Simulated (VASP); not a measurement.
## Ru: single point with PBE

Ru:

```
Ru
1.0
     4.12106    0.00000    0.00000
    -2.06053    3.56894    0.00000
     0.00000    0.00000    2.56723
Ru
3
Direct
  0.00000 0.00000 0.00000
  0.33333 0.66667 0.50000
  0.66667 0.33333 0.50000
```

```yaml
Program: VASP 6.6.1
Task: single point
Functional: PBE
Potentials_or_basis: VASP PAW PBE potentials, release 64 (Ru_pv)
Cutoff: 500 eV
k_mesh: 9 × 9 × 12
Occupations: fermi-dirac, width 0.1 eV
Spin: no spin polarisation
```

| Quantity | Value |
| --- | --- |
| Pressure | 44.3 GPa |
| Band gap on the k mesh | zero (band 21 reaches 15.81 eV, above the bottom of band 22 at 12.99 eV) |

Stress tensor (GPa, compression positive):
```
44.45  0.00  0.00
 0.00 44.45  0.00
 0.00  0.00 44.13
```

Levels at points of the mesh, in eV from the Fermi level:
| k point | band 18 | band 19 | band 20 | band 21 | band 22 | band 23 | band 24 | band 25 |
| --- | --- | --- | --- | --- | --- | --- | --- | --- |
| (0.00, 0.00, 0.00) | -2.49 | -2.49 | -1.62 | -1.62 | -1.51 | -1.51 | 1.97 | 1.97 |
| (0.00, 0.00, 0.50) | -2.36 | -2.36 | 0.75 | 0.75 | 1.54 | 1.54 | 2.90 | 4.06 |

Run time: 77 s on 1 thread of Intel(R) Xeon(R) 6975P-C (Granite Rapids), with other jobs on the host, peak memory 0.18 GiB.
